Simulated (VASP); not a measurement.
Input of a VASP 6.6.1 run:

The input INCAR:

```
ALGO = Normal ; EDIFF = 1E-7
ENCUT = 520 ; GGA = PE
ISIF = 2 ; ISMEAR = -1
LASPH = T ; LCHARG = F
LREAL = F ; LWAVE = F
NBANDS = 15 ; NELM = 100
PREC = Accurate ; SIGMA = 0.02
```

Contents of KPOINTS:

```
k-points
0
Gamma
  8 8 8
```

The input POSCAR:

```
CaSe
1.0
    0.0000000000      3.0013604553      2.9675306064
    3.0013604553      0.0000000000      2.9675306064
    3.0013604553      3.0013604553      0.0000000000
Ca Se
1 1
Direct
    0.0000000000      0.0000000000      0.0000000000
    0.5000000000      0.5000000000      0.5000000000
```

Potentials or basis: VASP PAW PBE potentials, release 64 (Ca_sv, Se).

Run with:

```bash
$ cat potpaw_PBE.64/Ca_sv/POTCAR potpaw_PBE.64/Se/POTCAR > POTCAR
$ mpirun -np 1 vasp_std > vasp.out
```

Problem. What does it give for the band gap on the k mesh?

Solution. 2.09 eV, indirect (least direct gap 2.98 eV).

Problem. Predict the pressure.

Solution. -0.3 GPa.

Stress tensor (GPa, compression positive):
```
-0.66  0.00  0.00
 0.00 -0.66  0.00
 0.00  0.00  0.28
```

Caveat: the cell differs from its parent crystal (biaxial xy strain +1.1%). A k mesh can miss the band edges.
